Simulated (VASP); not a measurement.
Input of a VASP 6.6.1 run:

Contents of INCAR:

```
ALGO     = Fast           # electronic algorithm
EDIFF    = 1E-6           # SCF threshold, eV
ENCUT    = 520            # plane-wave cutoff, eV
GGA      = PE             # functional
ISIF     = 2              # what is computed and relaxed
ISMEAR   = 0              # smearing method
LASPH    = True           # aspherical terms in the spheres
LCHARG   = True           # write CHGCAR
LELF     = True           # ELF
LREAL    = False          # projectors in reciprocal space
LVHAR    = True         
LWAVE    = False          # write WAVECAR
NBANDS   = 25             # bands
NELM     = 60             # most SCF steps
PREC     = Accurate       # precision mode
SIGMA    = 0.1            # smearing width, eV
```

File KPOINTS:

```
k-points
0
Gamma
  18 18 18
```

Contents of POSCAR:

```
Ta2Sn
1.0
   -1.7788567310      1.7788567310      4.5728237850
    1.7788567310     -1.7788567310      4.5728237850
    1.7788567310      1.7788567310     -4.5728237850
Ta Sn
2 1
Direct
    0.6741340038      0.6741340038      0.0000000000
    0.3258659962      0.3258659962      0.0000000000
    0.0000000000      0.0000000000      0.0000000000
```

Potentials or basis: VASP PAW PBE potentials, release 64 (Ta_pv, Sn_d).

Run with:

```console
$ cat potpaw_PBE.64/Ta_pv/POTCAR potpaw_PBE.64/Sn_d/POTCAR > POTCAR
$ mpirun -np 1 vasp_std > vasp.out
```

**Question.** Estimate the band gap on the k mesh.

**Answer.** Zero (bands 18 and 19 overlap by 1.01 eV).

**Question.** Estimate the largest force.

**Answer.** 0.012 eV/Å.

**Question.** Estimate the pressure.

**Answer.** 0.1 GPa.

Forces in eV/Å, atoms in the order of the input:
```
Ta   0.000  0.000  0.012
Ta   0.000  0.000 -0.012
Sn   0.000  0.000  0.000
```

Caveat: spin-orbit coupling is left out, which moves the levels of the heavy elements.
